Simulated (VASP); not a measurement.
Here is a VASP 6.6.1 calculation.

The input INCAR:

```
ALGO = Fast ; DIPOL = 0.5 0.5 0.355
EDIFF = 1E-6 ; EDIFFG = -0.025
ENCUT = 520 ; GGA = PS
IBRION = 2 ; IDIPOL = 3
ISIF = 2 ; ISMEAR = 0
LASPH = T ; LCHARG = F
LDIPOL = T ; LREAL = F
LWAVE = F ; NELM = 80
NSW = 36 ; PREC = Accurate
SIGMA = 0.1
```

The input KPOINTS:

```
k-points
0
Gamma
  9 9 1
```

POSCAR

```
Mo4N
1.0
    3.1294301619      0.0000000000      0.0000000000
    0.0000000000      3.1294301619      0.0000000000
    0.0000000000      0.0000000000     20.0433475232
Mo N
4 1
Selective dynamics
Direct
    0.5000000000      0.5000000000      0.1995674622  F F F
    0.0000000000      0.0000000000      0.2776340167  F F F
    0.5000000000      0.5000000000      0.3579998484  F F F
    0.0000000000      0.0000000000      0.4262435461  F F F
    0.1250000000      0.1250000000      0.5110597175  F F T
```

Potentials or basis: VASP PAW PBE potentials, release 64 (Mo_sv, N).

The run is started by

```console
$ cat potpaw_PBE.64/Mo_sv/POTCAR potpaw_PBE.64/N/POTCAR > POTCAR
$ mpirun -np 1 vasp_std > vasp.out
```

(1) Predict the energy gained by relaxing.

(2) Predict the band gap on the k mesh.

## Answers

(1) 23.0 meV/atom.

(2) zero (an odd number of electrons rules out a gap without spin polarisation).
